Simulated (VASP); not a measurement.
Here is a VASP 6.6.1 calculation.

File INCAR:

```
SYSTEM = LiBe24
PREC = Accurate
ENCUT = 520
EDIFF = 1E-6
ISMEAR = 0
SIGMA = 0.1
LREAL = Auto
LASPH = .TRUE.
NELM = 60
ALGO = Normal
ISIF = 2
LWAVE = .FALSE.
LCHARG = .FALSE.
LDIPOL = .TRUE.
IDIPOL = 3
DIPOL = 0.5 0.5 0.322
GGA = CA
NBANDS = 44
```

Contents of KPOINTS:

```
regular mesh
0
G
  6 4 1
  0 0 0
```

File POSCAR:

```
LiBe24
1.0
    4.4524297775      0.0000000000      0.0000000000
    0.0000000000      7.0331519566      0.0000000000
    0.0000000000      0.0000000000     19.7998741761
Be Li
24 1
Direct
    0.0000000000      0.3750000000      0.2020214858
    0.0000000000      0.8750000000      0.2020214858
    0.5000000000      0.3750000000      0.2020214858
    0.5000000000      0.8750000000      0.2020214858
    0.2500000000      0.1250000000      0.2344789084
    0.2500000000      0.6250000000      0.2344789084
    0.7500000000      0.1250000000      0.2344789084
    0.7500000000      0.6250000000      0.2344789084
    0.2500000000      0.3750000000      0.2993937535
    0.2500000000      0.8750000000      0.2993937535
    0.7500000000      0.3750000000      0.2993937535
    0.7500000000      0.8750000000      0.2993937535
    0.0000000000      0.1250000000      0.3261495638
    0.0000000000      0.6250000000      0.3261495638
    0.5000000000      0.1250000000      0.3261495638
    0.5000000000      0.6250000000      0.3261495638
    0.0000000000      0.3750000000      0.3969669031
    0.0000000000      0.8750000000      0.3969669031
    0.5000000000      0.3750000000      0.3969669031
    0.5000000000      0.8750000000      0.3969669031
    0.2500000000      0.1250000000      0.4191882283
    0.2500000000      0.6250000000      0.4191882283
    0.7500000000      0.1250000000      0.4191882283
    0.7500000000      0.6250000000      0.4191882283
    0.3333333333      0.1250000000      0.5253021306
```

Potentials or basis: VASP PAW LDA potentials, release 64 (Be, Li_sv).

The run is started by

```bash
$ cat potpaw_LDA.64/Be/POTCAR potpaw_LDA.64/Li_sv/POTCAR > POTCAR
$ mpirun -np 1 vasp_std > vasp.out
```

What does it give for the largest force?

1.230 eV/Å.

Estimate the band gap on the k mesh.

zero (an odd number of electrons rules out a gap without spin polarisation).

Forces on the atoms (eV/Å):
```
Be   0.003  0.023  0.568
Be   0.003 -0.023  0.568
Be  -0.005  0.027  0.574
Be  -0.005 -0.027  0.574
Be   0.000  0.000 -0.671
Be   0.003  0.000 -0.731
Be  -0.002  0.000 -0.638
Be  -0.005  0.000 -0.740
Be   0.007  0.043  0.176
Be   0.007 -0.043  0.176
Be  -0.004  0.036  0.159
Be  -0.004 -0.036  0.159
Be   0.012  0.000  0.103
Be   0.006  0.000 -0.038
Be  -0.022  0.000 -0.001
Be  -0.007  0.000 -0.036
Be   0.027  0.069  0.212
Be   0.027 -0.069  0.212
Be  -0.019  0.033  0.241
Be  -0.019 -0.033  0.241
Be  -0.146  0.000 -1.221
Be   0.004  0.000 -0.088
Be   0.007  0.000  0.281
Be  -0.003  0.000 -0.077
Li   0.135  0.000 -0.001
```
